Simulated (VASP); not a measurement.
# KTaO3 (Pm-3m) in VASP: a series of runs

The runs below take KTaO3 through single point, with r2SCAN+U.

Program: VASP 6.6.1. These are calculated values, not measurements. Logs are shortened: lines on timing, memory, paths and dates and some standing lists are left out, and cuts for length are marked.

### Step 1. The cell of the first run

It takes space group Pm-3m (No. 221, cubic). The conventional cell has a = 3.996 Å, b = 3.996 Å, c = 3.996 Å, α = 90.00°, β = 90.00°, γ = 90.00°. Within 2.6 Å of Ta (site symmetry m-3m) lie 6 O at 2.00 Å. K (site symmetry m-3m) has 12 O at 2.83 Å and 8 Ta at 3.46 Å within 3.7 Å. O (site symmetry 4/mmm) has 2 Ta at 2.00 Å within 2.6 Å.

### Step 2. Single point, r2SCAN+U

Input file POSCAR:

```
KTaO3
1.0
    3.9959972229      0.0000000000      0.0000000000
    0.0000000000      3.9959972229      0.0000000000
    0.0000000000      0.0000000000      3.9959972229
Ta K O
1 1 3
Direct
    0.0000000000      0.0000000000      0.0000000000
    0.5000000000      0.5000000000      0.5000000000
    0.0000000000      0.0000000000      0.5000000000
    0.0000000000      0.5000000000      0.0000000000
    0.5000000000      0.0000000000      0.0000000000
```

Input file INCAR.step1:

```
SYSTEM = KTaO3
PREC = Accurate
ENCUT = 520
ISMEAR = -1
SIGMA = 0.05
LREAL = .FALSE.
LASPH = .TRUE.
NELM = 150
LMAXMIX = 4
LDAU = .TRUE.
LDAUTYPE = 2
LDAUL = 2 -1 -1
LDAUU = 3 0 0
LDAUJ = 0 0 0
NBANDS = 27
GGA = PE
ALGO = Normal
EDIFF = 1E-4
LWAVE = .TRUE.
LCHARG = .FALSE.
```

Input file INCAR.step2:

```
SYSTEM = KTaO3
PREC = Accurate
ENCUT = 520
EDIFF = 1E-6
ISMEAR = -1
SIGMA = 0.05
LREAL = .FALSE.
LASPH = .TRUE.
NELM = 150
ALGO = Normal
ISIF = 2
LWAVE = .FALSE.
LCHARG = .FALSE.
LMAXMIX = 4
LDAU = .TRUE.
LDAUTYPE = 2
LDAUL = 2 -1 -1
LDAUU = 3 0 0
LDAUJ = 0 0 0
LDAUPRINT = 1
METAGGA = R2SCAN
LMIXTAU = .TRUE.
NBANDS = 27
ISTART = 1
```

Input file KPOINTS:

```
Automatic mesh
0
G
  7 7 7
  0 0 0
```

Potentials or basis: VASP PAW PBE potentials, release 64 (Ta_pv, K_sv, O).

The run is started by

```bash
$ cat potpaw_PBE.64/Ta_pv/POTCAR potpaw_PBE.64/K_sv/POTCAR potpaw_PBE.64/O/POTCAR > POTCAR
$ cp INCAR.step1 INCAR
$ mpirun -np 1 vasp_std > vasp.out
$ cp INCAR.step2 INCAR
$ mpirun -np 1 vasp_std > vasp.out
```

OUTCAR:

```text
SYSTEM = KTaO3
   PREC = Accurate
   ENCUT = 520
   EDIFF = 1E-6
   ISMEAR = -1
   LREAL = .FALSE.
   LASPH = .TRUE.
   NELM = 150
   ISIF = 2
   METAGGA = R2SCAN
   ISTART = 1

 ion  position               nearest neighbor table
   1  0.000  0.000  0.000-   3 2.00   4 2.00   5 2.00   3 2.00   4 2.00   5 2.00   2 3.46   2 3.46
                             2 3.46   2 3.46   2 3.46   2 3.46   2 3.46   2 3.46
   2  0.500  0.500  0.500-   3 2.83   4 2.83   5 2.83   4 2.83   5 2.83   3 2.83   5 2.83   5 2.83
                             3 2.83   4 2.83   4 2.83   3 2.83   1 3.46   1 3.46   1 3.46   1 3.46
   3  0.000  0.000  0.500-   1 2.00   1 2.00   2 2.83   2 2.83   2 2.83   2 2.83
   4  0.000  0.500  0.000-   1 2.00   1 2.00   2 2.83   2 2.83   2 2.83   2 2.83
   5  0.500  0.000  0.000-   1 2.00   1 2.00   2 2.83   2 2.83   2 2.83   2 2.83

  LATTYP: Found a simple cubic cell.
 ALAT       =     3.9959972229

  Lattice vectors:

 A1 = (   3.9959972229,   0.0000000000,   0.0000000000)
 A2 = (   0.0000000000,   3.9959972229,   0.0000000000)
 A3 = (   0.0000000000,   0.0000000000,   3.9959972229)

Analysis of symmetry for initial positions (statically):
=====================================================================
 Subroutine PRICEL returns:
 Original cell was already a primitive cell.

 Routine SETGRP: Setting up the symmetry group for a
 simple cubic supercell.

 Subroutine GETGRP returns: Found 48 space group operations
 (whereof 48 operations were pure point group operations)
 out of a pool of 48 trial point group operations.

The static configuration has the point symmetry O_h .

Analysis of symmetry for dynamics (positions and initial velocities):
=====================================================================
 Subroutine PRICEL returns:
 Original cell was already a primitive cell.

 Routine SETGRP: Setting up the symmetry group for a
 simple cubic supercell.

 Subroutine GETGRP returns: Found 48 space group operations
 (whereof 48 operations were pure point group operations)
 out of a pool of 48 trial point group operations.

The dynamic configuration has the point symmetry O_h .

[... 153 lines left out ...]
spin component  2

  0.1335  0.0000  0.0000 -0.0000  0.0000
  0.0000  0.1335 -0.0000 -0.0000 -0.0000
  0.0000 -0.0000  0.2804  0.0000 -0.0000
 -0.0000 -0.0000  0.0000  0.1335  0.0000
  0.0000 -0.0000 -0.0000  0.0000  0.2804

 occupancies and eigenvectors

  o =  0.1335  v =  0.0000 -0.9887  0.0000  0.1502  0.0000  0.0000  0.0000  0.0000  0.0000  0.0000      0.0000  0.0000  0.0000  0.0000  0.0000  0.0000  0.0000  0.0000  0.0000  0.0000
  o =  0.1335  v =  0.0000  0.0000  0.0000  0.0000  0.0000  0.0000 -0.9887  0.0000  0.1502  0.0000      0.0000  0.0000  0.0000  0.0000  0.0000  0.0000  0.0000  0.0000  0.0000  0.0000
  o =  0.1335  v =  0.0000  0.1502  0.0000  0.9887 -0.0000  0.0000  0.0000  0.0000  0.0000  0.0000      0.0000  0.0000  0.0000  0.0000  0.0000  0.0000  0.0000  0.0000  0.0000  0.0000
  o =  0.1335  v =  0.0000  0.0000  0.0000  0.0000  0.0000  0.0000  0.1502  0.0000  0.9887 -0.0000      0.0000  0.0000  0.0000  0.0000  0.0000  0.0000  0.0000  0.0000  0.0000  0.0000
  o =  0.1335  v =  0.0000  0.0000  0.0000  0.0000  0.0000  1.0000  0.0000  0.0000  0.0000  0.0000      0.0000  0.0000  0.0000  0.0000  0.0000  0.0000  0.0000  0.0000  0.0000  0.0000
  o =  0.1335  v =  1.0000  0.0000  0.0000  0.0000  0.0000  0.0000  0.0000  0.0000  0.0000  0.0000      0.0000  0.0000  0.0000  0.0000  0.0000  0.0000  0.0000  0.0000  0.0000  0.0000
  o =  0.2804  v =  0.0000  0.0000  0.0000  0.0000  0.0000  0.0000 -0.0000 -0.0017 -0.0000 -1.0000      0.0000  0.0000  0.0000  0.0000  0.0000  0.0000  0.0000  0.0000  0.0000  0.0000
  o =  0.2804  v =  0.0000 -0.0000 -0.0017 -0.0000 -1.0000  0.0000  0.0000  0.0000  0.0000  0.0000      0.0000  0.0000  0.0000  0.0000  0.0000  0.0000  0.0000  0.0000  0.0000  0.0000
  o =  0.2804  v =  0.0000  0.0000  1.0000 -0.0000 -0.0017  0.0000  0.0000  0.0000  0.0000  0.0000      0.0000  0.0000  0.0000  0.0000  0.0000  0.0000  0.0000  0.0000  0.0000  0.0000
  o =  0.2804  v =  0.0000  0.0000  0.0000  0.0000  0.0000  0.0000  0.0000  1.0000 -0.0000 -0.0017      0.0000  0.0000  0.0000  0.0000  0.0000  0.0000  0.0000  0.0000  0.0000  0.0000

 number of electron      37.9999976 magnetization

 Free energy of the ion-electron system (eV)
  ---------------------------------------------------
  ext. energy  EPLUGINS =         0.00000000
  ---------------------------------------------------
  free energy    TOTEN  =       -84.84909202 eV

  energy without entropy =      -84.84909202  energy(sigma->0) =      -84.84909202

 E-fermi :   2.6282     XC(G=0): -11.5288

 val. band max:        1.4310678880   @ k =   0.4286   0.4286   0.4286
 cond. band min:       4.5205795407   @ k =   0.0000   0.0000   0.0000
 fundamental gap:      3.0895116527
 Fermi energy:         2.6282280552

 k-point     1 :       0.0000    0.0000    0.0000
  band No.  band energies     occupation
      1     -34.4208      2.00000
      2     -34.4207      2.00000
      3     -34.4207      2.00000
      4     -26.9801      2.00000
      5     -17.0844      2.00000
      6     -16.3512      2.00000
[... 589 lines left out ...]
     26      11.7746      0.00000
     27      13.4714      0.00000

------------------------ aborting loop because EDIFF is reached ----------------------------------------

  FORCE on cell =-STRESS in cart. coord.  units (eV):
  Direction    XX          YY          ZZ          XY          YZ          ZX
  --------------------------------------------------------------------------------------
  -------------------------------------------------------------------------------------
  Total        1.1969351      1.1969351      1.1969351      0.0000000      0.0000000     -0.0000000
  in kB       30.0542341     30.0542341     30.0542341      0.0000000      0.0000000     -0.0000000
  external PRESSURE =      30.0542341 kB  Pullay stress =       0.0000000 kB

 VOLUME and BASIS-vectors are now :
 -----------------------------------------------------------------------------
  energy-cutoff  :      520.00
  volume of cell :       63.81
      direct lattice vectors                 reciprocal lattice vectors
     3.995997223  0.000000000  0.000000000     0.250250424  0.000000000  0.000000000
     0.000000000  3.995997223  0.000000000     0.000000000  0.250250424  0.000000000
     0.000000000  0.000000000  3.995997223     0.000000000  0.000000000  0.250250424

 POSITION                                       TOTAL-FORCE (eV/Angst)
 -----------------------------------------------------------------------------------
      0.00000      0.00000      0.00000         0.000000      0.000000      0.000000
      1.99800      1.99800      1.99800         0.000000      0.000000      0.000000
      0.00000      0.00000      1.99800         0.000000      0.000000      0.000000
      0.00000      1.99800      0.00000         0.000000      0.000000      0.000000
      1.99800      0.00000      0.00000         0.000000      0.000000      0.000000
 -----------------------------------------------------------------------------------
    total drift:                                0.000000     -0.000000      0.000000

  FREE ENERGIE OF THE ION-ELECTRON SYSTEM (eV)
  ---------------------------------------------------
  free  energy   TOTEN  =       -84.8490920236 eV

  energy  without entropy=      -84.8490920236  energy(sigma->0) =      -84.84909202
```

OUTCAR.step1:

```text
SYSTEM = KTaO3
   PREC = Accurate
   ENCUT = 520
   ISMEAR = -1
   LREAL = .FALSE.
   LASPH = .TRUE.
[... 831 lines left out ...]
      0.00000      0.00000      1.99800         0.000000      0.000000      0.000000
      0.00000      1.99800      0.00000         0.000000      0.000000      0.000000
      1.99800      0.00000      0.00000         0.000000      0.000000      0.000000
 -----------------------------------------------------------------------------------
    total drift:                                0.000000     -0.000000      0.000000

  FREE ENERGIE OF THE ION-ELECTRON SYSTEM (eV)
  ---------------------------------------------------
  free  energy   TOTEN  =       -38.6762659069 eV

  energy  without entropy=      -38.6762659068  energy(sigma->0) =      -38.67626591
```

OSZICAR.step1:

```text
N       E                     dE             d eps       ncg     rms          rms(c)
DAV:   1     0.325811485366E+03    0.32581E+03   -0.20702E+04  1080   0.140E+03
DAV:   2    -0.278834380500E+02   -0.35369E+03   -0.34300E+03  1279   0.405E+02
DAV:   3    -0.471078228212E+02   -0.19224E+02   -0.19137E+02  1466   0.924E+01
DAV:   4    -0.478158526386E+02   -0.70803E+00   -0.70703E+00  1792   0.111E+01
DAV:   5    -0.478192484565E+02   -0.33958E-02   -0.33955E-02  1415   0.805E-01    0.348E+01
DAV:   6    -0.388944769924E+02    0.89248E+01   -0.36334E+01  1296   0.404E+01    0.134E+01
DAV:   7    -0.387449092285E+02    0.14957E+00   -0.15178E+00  1419   0.785E+00    0.858E+00
DAV:   8    -0.386897138050E+02    0.55195E-01   -0.44281E-01  1312   0.518E+00    0.194E+00
DAV:   9    -0.386767974888E+02    0.12916E-01   -0.34147E-02  1367   0.132E+00    0.321E-01
DAV:  10    -0.386762471066E+02    0.55038E-03   -0.96924E-03  1458   0.652E-01    0.952E-02
DAV:  11    -0.386762659069E+02   -0.18800E-04   -0.47589E-04  1443   0.144E-01
   1 F= -.38676266E+02 E0= -.38676266E+02  d E =-.475002E-10
```

Run time: 1.9 min. Hardware: 1 thread of AMD EPYC 7R13, shared host; peak memory 0.19 GiB.

Results:

```yaml
Free_energy: -84.8491 eV
Pressure: 3.0 GPa
Band_gap_on_the_k_mesh: 3.09 eV (least direct gap 3.72 eV)
```

Eigenvalues of the final occupation matrices:
| site | spin | trace | eigenvalues |
| --- | --- | --- | --- |
| site 1 d | 1 | 0.96 | 0.13 0.13 0.13 0.28 0.28 |
| site 1 d | 2 | 0.96 | 0.13 0.13 0.13 0.28 0.28 |

Caveat: the cell stands under pressure; the PAW data sets were made with another functional, which shifts forces and pressure a little; spin-orbit coupling is left out, which moves the levels of the heavy elements; an odd mesh through Γ misses points on the zone boundary, where band edges can lie.

### Step 3. Single point, r2SCAN+U

Edit POSCAR of step 2 so:

```diff
@@ -2,5 +2,5 @@
 1.0
-    3.9959972229      0.0000000000      0.0000000000
-    0.0000000000      3.9959972229      0.0000000000
-    0.0000000000      0.0000000000      3.9959972229
+    3.9982573723      0.0000000000      0.0000000000
+    0.0000000000      3.9982573723      0.0000000000
+    0.0000000000      0.0000000000      3.9982573723
 Ta K O
```

Input file INCAR.step1:

```
SYSTEM = KTaO3
  PREC = Accurate
  ENCUT = 520
  ISMEAR = -1
  SIGMA = 0.05
  LREAL = .False.
  LASPH = .True.
  NELM = 150
  LMAXMIX = 4
  LDAU = .True.
  LDAUTYPE = 2
  LDAUL = 2 -1 -1
  LDAUU = 4 0 0
  LDAUJ = 0 0 0
  NBANDS = 27
  GGA = PE
  ALGO = Normal
  EDIFF = 1E-4
  LWAVE = .True.
  LCHARG = .False.
```

Input file INCAR.step2:

```
SYSTEM = KTaO3
  PREC = Accurate
  ENCUT = 520
  EDIFF = 1E-6
  ISMEAR = -1
  SIGMA = 0.05
  LREAL = .False.
  LASPH = .True.
  NELM = 150
  ALGO = Normal
  ISIF = 2
  LWAVE = .False.
  LCHARG = .False.
  LMAXMIX = 4
  LDAU = .True.
  LDAUTYPE = 2
  LDAUL = 2 -1 -1
  LDAUU = 4 0 0
  LDAUJ = 0 0 0
  LDAUPRINT = 1
  METAGGA = R2SCAN
  LMIXTAU = .True.
  NBANDS = 27
  ISTART = 1
```

Input file KPOINTS:

```
regular mesh
0
Gamma
  7 7 7
  0 0 0
```

Potentials or basis: VASP PAW PBE potentials, release 64 (Ta_pv, K_sv, O).

The run is started by

```bash
$ cat potpaw_PBE.64/Ta_pv/POTCAR potpaw_PBE.64/K_sv/POTCAR potpaw_PBE.64/O/POTCAR > POTCAR
$ cp INCAR.step1 INCAR
$ mpirun -np 1 vasp_std > vasp.out
$ cp INCAR.step2 INCAR
$ mpirun -np 1 vasp_std > vasp.out
```

It took 1.9 min on 1 thread of AMD EPYC 7R13, shared host; peak memory 0.19 GiB.

The run converged. Its results:

```yaml
Free_energy: -84.1086 eV
Pressure: 3.7 GPa
Band_gap_on_the_k_mesh: 3.24 eV (least direct gap 3.89 eV)
```

Levels at points of the mesh, in eV from the valence-band top:
```
           k point  band 16  band 17  band 18  band 19  band 20  band 21  band 22  band 23
(0.00, 0.00, 0.00)    -1.04    -0.65    -0.65    -0.65     3.24     3.24     3.24     7.20
```

Eigenvalues of the final occupation matrices:
```
    site  spin  trace               eigenvalues
site 1 d     1   0.94  0.13 0.13 0.13 0.28 0.28
site 1 d     2   0.94  0.13 0.13 0.13 0.28 0.28
```

Caveat: the cell stands under pressure; the PAW data sets were made with another functional, which shifts forces and pressure a little; spin-orbit coupling is left out, which moves the levels of the heavy elements; an odd mesh through Γ misses points on the zone boundary, where band edges can lie.

### Step 4. Single point, r2SCAN+U

This run uses another cell than the first one, of 12.81 Å³/atom.

Edit POSCAR of step 3 so:

```diff
@@ -2,5 +2,5 @@
 1.0
-    3.9982573723      0.0000000000      0.0000000000
-    0.0000000000      3.9982573723      0.0000000000
-    0.0000000000      0.0000000000      3.9982573723
+    4.0007129407      0.0000000000      0.0000000000
+    0.0000000000      4.0007129407      0.0000000000
+    0.0000000000      0.0000000000      4.0007129407
 Ta K O
```

Input file INCAR.step1:

```
PREC = Accurate
ENCUT = 520
ISMEAR = -1
SIGMA = 0.05
LREAL = False
LASPH = True
NELM = 150
LMAXMIX = 4
LDAU = True
LDAUTYPE = 2
LDAUL = 2 -1 -1
LDAUU = 5 0 0
LDAUJ = 0 0 0
NBANDS = 27
GGA = PE
ALGO = Normal
EDIFF = 1E-4
LWAVE = True
LCHARG = False
```

Input file INCAR.step2:

```
PREC = Accurate
ENCUT = 520
EDIFF = 1E-7
ISMEAR = -1
SIGMA = 0.05
LREAL = False
LASPH = True
NELM = 150
ALGO = Normal
ISIF = 2
LWAVE = False
LCHARG = False
LMAXMIX = 4
LDAU = True
LDAUTYPE = 2
LDAUL = 2 -1 -1
LDAUU = 5 0 0
LDAUJ = 0 0 0
LDAUPRINT = 1
METAGGA = R2SCAN
LMIXTAU = True
NBANDS = 27
ISTART = 1
```

Input file KPOINTS:

```
regular mesh
0
Gamma
  7 7 7
```

The run is started by

```bash
$ cat potpaw_PBE.64/Ta_pv/POTCAR potpaw_PBE.64/K_sv/POTCAR potpaw_PBE.64/O/POTCAR > POTCAR
$ cp INCAR.step1 INCAR
$ mpirun -np 1 vasp_std > vasp.out
$ cp INCAR.step2 INCAR
$ mpirun -np 1 vasp_std > vasp.out
```

Wall time 2.1 min (1 thread of AMD EPYC 7R13, shared host); peak memory 0.19 GiB.

It converged, with:

| Quantity | Value |
| --- | --- |
| Free energy | -83.3839 eV |
| Pressure | 4.3 GPa |
| Band gap on the k mesh | 3.40 eV (least direct gap 4.06 eV) |

Levels at points of the mesh, in eV from the valence-band top:
```
           k point  band 16  band 17  band 18  band 19  band 20  band 21  band 22  band 23
(0.00, 0.00, 0.00)    -1.04    -0.66    -0.66    -0.66     3.40     3.40     3.40     7.23
```

Eigenvalues of the final occupation matrices:
```csv
site,spin,trace,eigenvalues
site 1 d,1,0.91,0.12 0.12 0.12 0.27 0.27
site 1 d,2,0.91,0.12 0.12 0.12 0.27 0.27
```

Caveat: the cell stands under pressure; the PAW data sets were made with another functional, which shifts forces and pressure a little; spin-orbit coupling is left out, which moves the levels of the heavy elements; an odd mesh through Γ misses points on the zone boundary, where band edges can lie.

(Part 1 of 2 ends here.)
